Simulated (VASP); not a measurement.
Wanted: the native input for a VASP 6.6.1 run.

```
Task                   : single point
Functional             : PBEsol
Potentials or basis    : VASP PAW PBE potentials, release 64 (Hf_pv, O)
Cutoff                 : 520 eV
k mesh                 : 8 × 8 × 8
Occupations            : gaussian, width 0.05 eV
Spin                   : no spin polarisation
Dipole correction      : no
Further INCAR settings : ALGO = Normal; EDIFF = 1e-06; NBANDS = 18
```

The structure of HfO2 lies in POSCAR:

```
HfO2
1.0
   -0.0688854843      2.5536583356      2.5536583356
    2.5536583356     -0.0688854843      2.5536583356
    2.5536583356      2.5536583356     -0.0688854843
Hf O
1 2
Direct
    0.0000000000      0.0000000000      0.0000000000
    0.2500000000      0.2500000000      0.2500000000
    0.7500000000      0.7500000000      0.7500000000
```

The input as run:

INCAR

```
ALGO = Normal
EDIFF = 1E-6
ENCUT = 520
GGA = PS
ISIF = 2
ISMEAR = 0
LASPH = True
LCHARG = False
LREAL = False
LWAVE = False
NBANDS = 18
NELM = 80
PREC = Accurate
SIGMA = 0.05
```

KPOINTS

```
k-points
0
Gamma
  8 8 8
```

Potentials or basis: VASP PAW PBE potentials, release 64 (Hf_pv, O).

Command:

```console
$ cat potpaw_PBE.64/Hf_pv/POTCAR potpaw_PBE.64/O/POTCAR > POTCAR
$ mpirun -np 1 vasp_std > vasp.out
```

Results of the run:

```
Pressure               : -20.0 GPa
Largest force          : 0.206 eV/Å
Band gap on the k mesh : 3.53 eV, direct
```

Caveat: the PAW data sets were made with another functional, which shifts forces and pressure a little; spin-orbit coupling is left out, which moves the levels of the heavy elements.

Run time: 16 s on 1 thread of Intel(R) Xeon(R) 6975P-C (Granite Rapids) (shared host), peak memory 0.18 GiB.
